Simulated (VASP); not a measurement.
A run of VASP 6.6.1 is set up as follows.

The input INCAR:

```
SYSTEM = Cu
ALGO = Normal ; EDIFF = 1E-6
EDIFFG = -0.005 ; ENCUT = 600
GGA = PE ; IBRION = 2
ISIF = 3 ; ISMEAR = -1
LASPH = .TRUE. ; LCHARG = .FALSE.
LREAL = .FALSE. ; LWAVE = .FALSE.
NELM = 80 ; NSW = 32
PREC = Accurate ; PSTRESS = 2600.0
SIGMA = 0.1
```

The input KPOINTS:

```
k-points
0
G
  19 19 19
  0 0 0
```

The input POSCAR:

```
Cu
1.0
    1.9747465101      0.0000000000      0.0000000000
    0.0000000000      1.9747465101      0.0000000000
    0.0000000000      0.0000000000      1.9747465101
Cu
1
Direct
    0.0000000000      0.0000000000      0.0000000000
```

Potentials or basis: VASP PAW PBE potentials, release 64 (Cu).

The run is started by

```bash
$ cat potpaw_PBE.64/Cu/POTCAR > POTCAR
$ mpirun -np 1 vasp_std > vasp.out
```

(1) Predict the space group after relaxing (to 0.05 Å).

(2) What does it give for the relaxed volume?

Answers

(1) Pm-3m (No. 221).

(2) 7.72 Å³/atom.

Caveat: the cell is relaxed towards a set pressure, so the enthalpy falls and the energy may rise.
